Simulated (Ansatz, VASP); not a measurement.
One calculation of WS2, two programs

```
CELL_PARAMETERS angstrom
3.14588 0.00000 0.00000
-1.57294 2.72441 0.00000
0.00000 0.00000 23.09611
ATOMIC_POSITIONS crystal
W 0.33333 0.66667 0.63458
W 0.66667 0.33333 0.36542
S 0.33333 0.66667 0.29895
S 0.66667 0.33333 0.56805
S 0.33333 0.66667 0.43195
S 0.66667 0.33333 0.70105
```

Change from the starting cell: strain -0.0200 x Voigt [0, 0, 1, 0, 0, 0], atoms carried along.

Alike in both runs: task single point; functional PBEsol; k mesh 12 × 12 × 2; occupations gaussian, width 0.05 eV; no spin polarisation.

|  | VASP | Ansatz |
| --- | --- | --- |
| version | VASP 6.6.1 | Ansatz 0.2.0 |
| potentials or method | VASP PAW PBE potentials, release 64 (W_sv, S), cutoff 520 eV | scalar-relativistic, plane waves, PAW |
| valence electrons in the cell | 52 | 52 |

```tsv
	VASP	Ansatz	Ansatz less VASP
gap on the k mesh at the Fermi level (eV)	1.38	1.36	-0.019
least direct gap on the mesh (eV)	1.82	1.81	-0.005
rms of the force components (eV/Å)	0.321	0.310	-0.0108
```

VASP's potentials were made for PBE, not for PBEsol. Atom by atom the forces differ by 0.011 eV/Å (rms over components).

Neither program's run includes spin-orbit coupling.
